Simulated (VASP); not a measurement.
# HfO2 (Fm-3m) in VASP: further runs

Runs on HfO2. Level: LDA. Tasks: single point, relaxation of cell and atoms.

Everything below comes from runs of VASP 6.6.1. Logs are shortened: lines on timing, memory, paths and dates and some standing lists are left out, and cuts for length are marked.

## (1) The cell of the first run

Symmetry: Fm-3m, No. 225, cubic system. Conventional cell: a = 5.019 Å, b = 5.019 Å, c = 5.019 Å, α = 90.00°, β = 90.00°, γ = 90.00°. Hf (site symmetry m-3m) has 8 O at 2.17 Å within 2.9 Å. Within 2.9 Å of O (site symmetry -43m) lie 4 Hf at 2.17 Å and 6 O at 2.51 Å.

## (2) Single point, LDA

Contents of INCAR:

```
SYSTEM = HfO2
ALGO = Normal
EDIFF = 1E-7
ENCUT = 520
GGA = CA
ISIF = 2
ISMEAR = 0
LASPH = .TRUE.
LCHARG = .TRUE.
LELF = .TRUE.
LREAL = .FALSE.
LVHAR = .TRUE.
LWAVE = .FALSE.
NBANDS = 18
NELM = 60
PREC = Accurate
SIGMA = 0.01
```

Contents of KPOINTS:

```
k-points
0
G
  8 8 8
  0 0 0
```

Contents of POSCAR:

```
HfO2
1.0
    0.0000000000      2.5095651047      2.5095651047
    2.5095651047      0.0000000000      2.5095651047
    2.5095651047      2.5095651047      0.0000000000
Hf O
1 2
Direct
    0.0000000000      0.0000000000      0.0000000000
    0.2500000000      0.2500000000      0.2500000000
    0.7500000000      0.7500000000      0.7500000000
```

Potentials or basis: VASP PAW LDA potentials, release 64 (Hf_pv, O).

Command:

```console
> cat potpaw_LDA.64/Hf_pv/POTCAR potpaw_LDA.64/O/POTCAR > POTCAR
> mpirun -np 1 vasp_std > vasp.out
```

OUTCAR:

```text
SYSTEM = HfO2
   EDIFF = 1E-7
   ENCUT = 520
   GGA = CA
   ISIF = 2
   ISMEAR = 0
   LASPH = .TRUE.
   LREAL = .FALSE.
   NELM = 60
   PREC = Accurate

 ion  position               nearest neighbor table
   1  0.000  0.000  0.000-   3 2.17   3 2.17   3 2.17   2 2.17   3 2.17   2 2.17   2 2.17   2 2.17

   2  0.250  0.250  0.250-   1 2.17   1 2.17   1 2.17   1 2.17
   3  0.750  0.750  0.750-   1 2.17   1 2.17   1 2.17   1 2.17

  LATTYP: Found a face centered cubic cell.
 ALAT       =     5.0191302094

  Lattice vectors:

 A1 = (   0.0000000000,   2.5095651047,   2.5095651047)
 A2 = (   2.5095651047,   0.0000000000,   2.5095651047)
 A3 = (   2.5095651047,   2.5095651047,   0.0000000000)

Analysis of symmetry for initial positions (statically):
=====================================================================
 Subroutine PRICEL returns:
 Original cell was already a primitive cell.

 Routine SETGRP: Setting up the symmetry group for a
 face centered cubic supercell.

 Subroutine GETGRP returns: Found 48 space group operations
 (whereof 48 operations were pure point group operations)
 out of a pool of 48 trial point group operations.

The static configuration has the point symmetry O_h .

Analysis of symmetry for dynamics (positions and initial velocities):
=====================================================================
 Subroutine PRICEL returns:
 Original cell was already a primitive cell.

 Routine SETGRP: Setting up the symmetry group for a
 face centered cubic supercell.

 Subroutine GETGRP returns: Found 48 space group operations
 (whereof 48 operations were pure point group operations)
 out of a pool of 48 trial point group operations.

The dynamic configuration has the point symmetry O_h .

 Subroutine INISYM returns: Found 48 space group operations
 (whereof 48 operations are pure point group operations),
 and found     1 'primitive' translations

----------------------------------------------------------------------------------------

                                     Primitive cell

  volume of cell :      31.6101

  direct lattice vectors                    reciprocal lattice vectors
     0.000000000  2.509565105  2.509565105    -0.199237708  0.199237708  0.199237708
     2.509565105  0.000000000  2.509565105     0.199237708 -0.199237708  0.199237708
     2.509565105  2.509565105  0.000000000     0.199237708  0.199237708 -0.199237708

  length of vectors
     3.549061007  3.549061007  3.549061007     0.345089833  0.345089833  0.345089833

  position of ions in fractional coordinates (direct lattice)
     0.000000000  0.000000000  0.000000000
     0.250000000  0.250000000  0.250000000
     0.750000000  0.750000000  0.750000000

  ion indices of the primitive-cell ions
   primitive index   ion index
                 1           1
                 2           2
                 3           3

----------------------------------------------------------------------------------------

 KPOINTS: k-points

Automatic generation of k-mesh.
 Grid dimensions read from file:
 generate k-points for:    8    8    8

 Generating k-lattice:

  Cartesian coordinates                     Fractional coordinates (reciprocal lattice)
    -0.024904714  0.024904714  0.024904714     0.125000000  0.000000000  0.000000000
     0.024904714 -0.024904714  0.024904714     0.000000000  0.125000000  0.000000000
     0.024904714  0.024904714 -0.024904714     0.000000000  0.000000000  0.125000000

  Length of vectors
     0.043136229  0.043136229  0.043136229

  Shift w.r.t. Gamma in fractional coordinates (k-lattice)
     0.000000000  0.000000000  0.000000000

 Subroutine IBZKPT returns following result:
 ===========================================

 Found     29 irreducible k-points:

 Following reciprocal coordinates:
            Coordinates               Weight
  0.000000  0.000000  0.000000      1.000000
  0.125000  0.000000  0.000000      8.000000
  0.250000  0.000000  0.000000      8.000000
  0.375000  0.000000  0.000000      8.000000
  0.500000  0.000000  0.000000      4.000000
  0.125000  0.125000  0.000000      6.000000
[... 16 lines left out ...]
  0.500000  0.250000  0.125000     48.000000
 -0.375000  0.250000  0.125000     24.000000
 [... further k-points ...]
   k-points           NKPTS =     29   k-points in BZ     NKDIM =     29   number of bands    NBANDS=     18
   number of dos      NEDOS =    301   number of ions     NIONS =      3
   total plane-waves  NPLWV =  21952
   dimension x,y,z NGX =    28 NGY =   28 NGZ =   28
   dimension x,y,z NGXF=    56 NGYF=   56 NGZF=   56
   ions per type =               1   2
   NGX,Y,Z   is equivalent  to a cutoff of  13.12, 13.12, 13.12 a.u.
   NGXF,Y,Z  is equivalent  to a cutoff of  26.23, 26.23, 26.23 a.u.
 SYSTEM =  HfO2
   PREC   = accura    normal or accurate (medium, high low for compatibility)
   ISTART =      0    job   : 0-new  1-cont  2-samecut
   ICHARG =      2    charge: 1-file 2-atom 10-const
   ISPIN  =      1    spin polarized calculation?
   LNONCOLLINEAR =      F non collinear calculations
   LSORBIT =      F    spin-orbit coupling
   LASPH  =      T    aspherical Exc in radial PAW
   ENCUT  =  520.0 eV  38.22 Ry    6.18 a.u.   6.60  6.60  6.60*2*pi/ulx,y,z
   NELM   =     60;   NELMIN=  2; NELMDL= -5     # of ELM steps
   EDIFF  = 0.1E-06   stopping-criterion for ELM
   LREAL  =      F    real-space projection
   EDIFFG = 0.1E-05   stopping-criterion for IOM
   NSW    =      0    number of steps for IOM
   IBRION =     -1    ionic relax: 0-MD 1-quasi-New 2-CG
   NFREE  =      0    steps in history (QN), initial steepest desc. (CG)
   ISIF   =      2    stress and relaxation
   ISYM   =      2    0-nonsym 1-usesym 2-fastsym
   POTIM  = 0.5000    time-step for ionic-motion
   TEBEG  =    0.0;   TEEND  =   0.0 temperature during run
   PSTRESS=    0.0 pullay stress
   NELECT =      22.0000    total number of electrons
   NUPDOWN=      -1.0000    fix difference up-down
   EMIN   =  10.00;   EMAX   =-10.00  energy-range for DOS
   EFERMI =   0.00;   METHOD = LEGACY
   ISMEAR =     0;   SIGMA  =   0.01  broadening in eV -4-tet -1-fermi 0-gaus
   EFERMI_NEDOS =   21; number of points for ismear=-14 and -15
   IALGO  =     38    algorithm
   IMIX   =      4    mixing-type and parameters
     AMIX     =   0.40;   BMIX     =  1.00
     AMIX_MAG =   1.60;   BMIX_MAG =  1.00
  volume/ion in A,a.u.               =      10.54        71.11
  Fermi-wavevector in a.u.,A,eV,Ry     =   1.450799  2.741613 28.637785  2.104818
  Thomas-Fermi vector in A             =   2.568370
   LORBIT       =      0    0 simple, 1 ext, 2 COOP (PROOUT), +10 PAW based schemes
   GGA     = CA    functional components
   LHFCALC =     F    Hartree Fock is set to
   AEXX    =    0.0000 exact exchange contribution
   IVDW    =     0    specifies the selected vdW correction
   LEPSILON=     F    determine dielectric tensor
   LRPA    =     F    only Hartree local field effects (RPA)
 non-spin polarized calculation
 Gauss-broadening in eV      SIGMA  =   0.01
  energy-cutoff  :      520.00
  volume of cell :       31.61
 maximum number of plane-waves:       877
 NGX is ok and might be reduce to    28
   NGX = 13   NGY = 13   NGZ = 13

 number of electron      21.9999997 magnetization

 Free energy of the ion-electron system (eV)
  ---------------------------------------------------
  ext. energy  EPLUGINS =         0.00000000
  ---------------------------------------------------
  free energy    TOTEN  =       -33.05835632 eV

  energy without entropy =      -33.05835632  energy(sigma->0) =      -33.05835632

 E-fermi :   4.4046     XC(G=0): -12.4713

 val. band max:        4.3223047336   @ k =   0.5000   0.5000   0.0000
 cond. band min:       7.9957269604   @ k =   0.5000   0.5000   0.0000
 fundamental gap:      3.6734222268
 Fermi energy:         4.4045605378

 k-point     1 :       0.0000    0.0000    0.0000
  band No.  band energies     occupation
      1     -25.0374      2.00000
      2     -25.0374      2.00000
      3     -25.0374      2.00000
      4     -14.3448      2.00000
      5     -11.0265      2.00000
      6      -1.2747      2.00000
[... 10 lines left out ...]
     17      15.0735      0.00000
     18      17.1010      0.00000

 k-point     2 :       0.1250    0.0000    0.0000
  band No.  band energies     occupation
      1     -25.1187      2.00000
      2     -25.0462      2.00000
      3     -25.0462      2.00000
      4     -14.1124      2.00000
      5     -11.2203      2.00000
      6      -1.1168      2.00000
[... 10 lines left out ...]
     17      14.7826      0.00000
     18      17.0959      0.00000

 k-point     3 :       0.2500    0.0000    0.0000
  band No.  band energies     occupation
      1     -25.3058      2.00000
      2     -25.0672      2.00000
      3     -25.0672      2.00000
      4     -13.5682      2.00000
      5     -11.5968      2.00000
      6      -0.7298      2.00000
[... 10 lines left out ...]
     17      14.2718      0.00000
     18      16.9911      0.00000

 k-point     4 :       0.3750    0.0000    0.0000
  band No.  band energies     occupation
      1     -25.4818      2.00000
      2     -25.0881      2.00000
      3     -25.0881      2.00000
      4     -13.1260      2.00000
      5     -11.7764      2.00000
      6      -0.3541      2.00000
[... 10 lines left out ...]
     17      14.0020      0.00000
     18      16.6827      0.00000

 k-point     5 :       0.5000    0.0000    0.0000
  band No.  band energies     occupation
      1     -25.5518      2.00000
      2     -25.0967      2.00000
      3     -25.0967      2.00000
      4     -13.0236      2.00000
      5     -11.7425      2.00000
      6      -0.2133      2.00000
[... 10 lines left out ...]
     17      13.9613      0.00000
     18      16.9688      0.00000

 k-point     6 :       0.1250    0.1250    0.0000
  band No.  band energies     occupation
      1     -25.1253      2.00000
      2     -25.0592      2.00000
      3     -25.0592      2.00000
      4     -14.0300      2.00000
      5     -11.2862      2.00000
      6      -1.0902      2.00000
[... 10 lines left out ...]
     17      14.7324      0.00000
     18      17.0914      0.00000

 k-point     7 :       0.2500    0.1250    0.0000
  band No.  band energies     occupation
      1     -25.2636      2.00000
      2     -25.0832      2.00000
      3     -25.0820      2.00000
      4     -13.5703      2.00000
      5     -11.6080      2.00000
      6      -0.7933      2.00000
[... 10 lines left out ...]
     17      14.3683      0.00000
     18      17.0783      0.00000

 k-point     8 :       0.3750    0.1250    0.0000
  band No.  band energies     occupation
      1     -25.4279      2.00000
      2     -25.1174      2.00000
      3     -25.1041      2.00000
      4     -13.0570      2.00000
      5     -11.8611      2.00000
      6      -0.4708      2.00000
[... 10 lines left out ...]
     17      14.5507      0.00000
     18      16.9637      0.00000
[... 229 lines left out ...]
     17      16.5191      0.00000
     18      17.0965      0.00000

 k-point    20 :      -0.3750    0.3750    0.0000
  band No.  band energies     occupation
      1     -25.4730      2.00000
      2     -25.3116      2.00000
      3     -25.1562      2.00000
      4     -12.3719      2.00000
      5     -12.0269      2.00000
      6      -1.7489      2.00000
[... 10 lines left out ...]
     17      16.9466      0.00000
     18      17.0854      0.00000

 k-point    21 :       0.5000    0.5000    0.0000
  band No.  band energies     occupation
      1     -25.5794      2.00000
      2     -25.1847      2.00000
      3     -25.1847      2.00000
      4     -12.4633      2.00000
      5     -11.9091      2.00000
      6      -2.4527      2.00000
[... 10 lines left out ...]
     17      17.0843      0.00000
     18      17.7761      0.00000

 k-point    22 :       0.3750    0.2500    0.1250
  band No.  band energies     occupation
      1     -25.3619      2.00000
      2     -25.1528      2.00000
      3     -25.0943      2.00000
      4     -13.0919      2.00000
      5     -11.8842      2.00000
      6      -0.7137      2.00000
[... 10 lines left out ...]
     17      14.3587      0.00000
     18      17.0777      0.00000

 k-point    23 :       0.5000    0.2500    0.1250
  band No.  band energies     occupation
      1     -25.4480      2.00000
      2     -25.2187      2.00000
      3     -25.1181      2.00000
      4     -12.6811      2.00000
      5     -12.0250      2.00000
      6      -0.7276      2.00000
[... 10 lines left out ...]
     17      15.1646      0.00000
     18      17.0642      0.00000

 k-point    24 :      -0.3750    0.2500    0.1250
  band No.  band energies     occupation
      1     -25.4817      2.00000
      2     -25.2449      2.00000
      3     -25.1300      2.00000
      4     -12.6084      2.00000
      5     -11.9645      2.00000
      6      -0.7318      2.00000
[... 10 lines left out ...]
     17      15.2737      0.00000
     18      17.0607      0.00000

 [... further k-points ...]

------------------------ aborting loop because EDIFF is reached ----------------------------------------

  FORCE on cell =-STRESS in cart. coord.  units (eV):
  Direction    XX          YY          ZZ          XY          YZ          ZX
  --------------------------------------------------------------------------------------
  -------------------------------------------------------------------------------------
  Total       -1.2106056     -1.2106056     -1.2106056      0.0000000      0.0000000     -0.0000000
  in kB      -61.3603573    -61.3603573    -61.3603573      0.0000000      0.0000000     -0.0000000
  external PRESSURE =     -61.3603573 kB  Pullay stress =       0.0000000 kB

 VOLUME and BASIS-vectors are now :
 -----------------------------------------------------------------------------
  energy-cutoff  :      520.00
  volume of cell :       31.61
      direct lattice vectors                 reciprocal lattice vectors
     0.000000000  2.509565105  2.509565105    -0.199237708  0.199237708  0.199237708
     2.509565105  0.000000000  2.509565105     0.199237708 -0.199237708  0.199237708
     2.509565105  2.509565105  0.000000000     0.199237708  0.199237708 -0.199237708

 POSITION                                       TOTAL-FORCE (eV/Angst)
 -----------------------------------------------------------------------------------
      0.00000      0.00000      0.00000         0.000000      0.000000      0.000000
      1.25478      1.25478      1.25478         0.000000      0.000000     -0.000000
      3.76435      3.76435      3.76435        -0.000000     -0.000000      0.000000
 -----------------------------------------------------------------------------------
    total drift:                                0.000000      0.000000      0.000000

  FREE ENERGIE OF THE ION-ELECTRON SYSTEM (eV)
  ---------------------------------------------------
  free  energy   TOTEN  =       -33.0583563162 eV

  energy  without entropy=      -33.0583563162  energy(sigma->0) =      -33.05835632
```

Wall time 26 s (1 thread of AMD EPYC 7R13, shared host); peak memory 0.12 GiB.

Results:

| Quantity | Value |
| --- | --- |
| Free energy | -33.0584 eV |
| Pressure | -6.1 GPa |
| Band gap on the k mesh | 3.67 eV |

Levels at points of the mesh, in eV from the valence-band top:
| k point | band 7 | band 8 | band 9 | band 10 | band 11 | band 12 | band 13 | band 14 | band 15 | band 16 |
| --- | --- | --- | --- | --- | --- | --- | --- | --- | --- | --- |
| (0.00, 0.00, 0.00) | -5.60 | -5.60 | -0.63 | -0.63 | -0.63 | 3.75 | 3.75 | 5.93 | 10.75 | 10.75 |
| (0.50, 0.00, 0.00) | -4.54 | -3.11 | -2.83 | -1.87 | -1.87 | 4.53 | 4.53 | 7.23 | 8.89 | 9.64 |
| (0.50, 0.50, 0.00) | -3.55 | -3.55 | -1.60 | -1.60 | 0.00 | 3.67 | 5.49 | 6.87 | 8.35 | 8.35 |

Caveat: the cell stands under tension; spin-orbit coupling is left out, which moves the levels of the heavy elements. A k mesh can miss the band edges.

## (3) Relaxation of cell and atoms, LDA, target pressure -3 GPa, at which the enthalpy is minimised

This run uses another cell than the first one, of 10.42 Å³/atom.

Contents of INCAR:

```
SYSTEM = HfO2
ALGO = Normal
EDIFF = 1E-7
EDIFFG = -0.001
ENCUT = 600
GGA = CA
IBRION = 2
ISIF = 3
ISMEAR = 0
LASPH = .True.
LCHARG = .False.
LREAL = .False.
LWAVE = .False.
NELM = 60
NSW = 80
PREC = Accurate
PSTRESS = -30.0
SIGMA = 0.01
```

Contents of KPOINTS:

```
k-points
0
Gamma
  8 8 8
  0 0 0
```

Contents of POSCAR:

```
HfO2
1.0
    0.0000000000      2.5004918518      2.5004918518
    2.5004918518      0.0000000000      2.5004918518
    2.5004918518      2.5004918518      0.0000000000
Hf O
1 2
Direct
    0.0000000000      0.0000000000      0.0000000000
    0.2500000000      0.2500000000      0.2500000000
    0.7500000000      0.7500000000      0.7500000000
```

Potentials or basis: VASP PAW LDA potentials, release 64 (Hf_pv, O).

Command:

```console
> cat potpaw_LDA.64/Hf_pv/POTCAR potpaw_LDA.64/O/POTCAR > POTCAR
> mpirun -np 1 vasp_std > vasp.out
```

Run time: 48 s. Hardware: 1 thread of AMD EPYC 7R13, shared host; peak memory 0.13 GiB.

The run converged. Its results:

```
Free energy                                                : -33.0753 eV
Relaxed volume                                             : 10.40 Å³/atom
Relaxed cell                                               : a = 3.534 Å, b = 3.534 Å, c = 3.534 Å, α = 60.00°, β = 60.00°, γ = 60.00°
Space group after relaxing (to 0.1 Å)                      : Fm-3m (No. 225)
Energy change on relaxing (the run minimises the enthalpy) : -0.4 meV/atom
Ionic steps                                                : 3
Pressure after relaxing                                    : -3.0 GPa
Band gap on the k mesh                                     : 3.71 eV
```

Step by step:
```csv
step,energy change (eV),largest force (eV/Å),pressure (GPa),volume (Å³)
1,0.0000,0.0000,-3.51,31.27
2,-0.0026,0.0000,-2.19,31.12
3,-0.0012,0.0000,-3.00,31.21
```

Final structure:
```yaml
crystal:
  lattice:
    - [0.00000, 2.49896, 2.49896]
    - [2.49896, 0.00000, 2.49896]
    - [2.49896, 2.49896, 0.00000]
  atoms:
    - { symbol: Hf, position: [0.00000, 0.00000, 0.00000] }
    - { symbol: O, position: [0.25000, 0.25000, 0.25000] }
    - { symbol: O, position: [0.75000, 0.75000, 0.75000] }
```

Levels at points of the mesh, in eV from the valence-band top:
```
           k point  band 7  band 8  band 9  band 10  band 11  band 12  band 13  band 14  band 15
(0.00, 0.00, 0.00)   -5.68   -5.68   -0.63    -0.63    -0.63     3.78     3.78     6.04    10.92
(0.50, 0.00, 0.00)   -4.60   -3.13   -2.85    -1.89    -1.89     4.58     4.58     7.35     8.94
(0.50, 0.50, 0.00)   -3.58   -3.58   -1.63    -1.63     0.00     3.71     5.56     7.00     8.47
```

Caveat: the cell is relaxed towards a set pressure, so the run minimises the enthalpy, not the energy; spin-orbit coupling is left out, which moves the levels of the heavy elements. A k mesh can miss the band edges.
